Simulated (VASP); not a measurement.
**P: single point with PBE**

The system is P.

```
CELL_PARAMETERS angstrom
2.55877 0.00000 0.00000
-1.27938 2.21596 0.00000
0.00000 0.00000 9.55397
ATOMIC_POSITIONS crystal
P 0.00000 0.00000 0.00000
P 0.00000 0.00000 0.50000
P 0.33333 0.66667 0.25000
P 0.66667 0.33333 0.75000
```

This cell differs from its parent crystal: volume scaled by 0.92.

```yaml
Program: VASP 6.6.1
Task: single point
Functional: PBE
Potentials_or_basis: VASP PAW PBE potentials, release 64 (P)
Cutoff: 520 eV
k_mesh: 15 × 15 × 4
Occupations: fermi-dirac, width 0.1 eV
Spin: no spin polarisation
Dipole_correction: no
Further_INCAR_settings: ALGO = Normal; EDIFF = 1e-07; NBANDS = 18
```

| Property | Result |
| --- | --- |
| Pressure | 8.4 GPa |
| Band gap on the k mesh | zero (band 10 reaches 18.26 eV, above the bottom of band 11 at 6.52 eV) |

Stress tensor (GPa, compression positive):
```
9.19 0.00 0.00
0.00 9.19 0.00
0.00 0.00 6.69
```

Levels at points of the mesh, in eV from the Fermi level:
```tsv
k point	band 7	band 8	band 9	band 10	band 11	band 12	band 13	band 14
(0.00, 0.00, 0.00)	-3.05	4.65	7.30	7.30	7.86	7.86	7.98	7.98
(0.00, 0.00, 0.50)	1.33	1.33	7.48	7.48	7.48	7.48	8.44	8.44
```

Wall time 30 s on 1 thread of Intel(R) Xeon(R) 6975P-C (Granite Rapids) (shared host), peak memory 0.19 GiB.
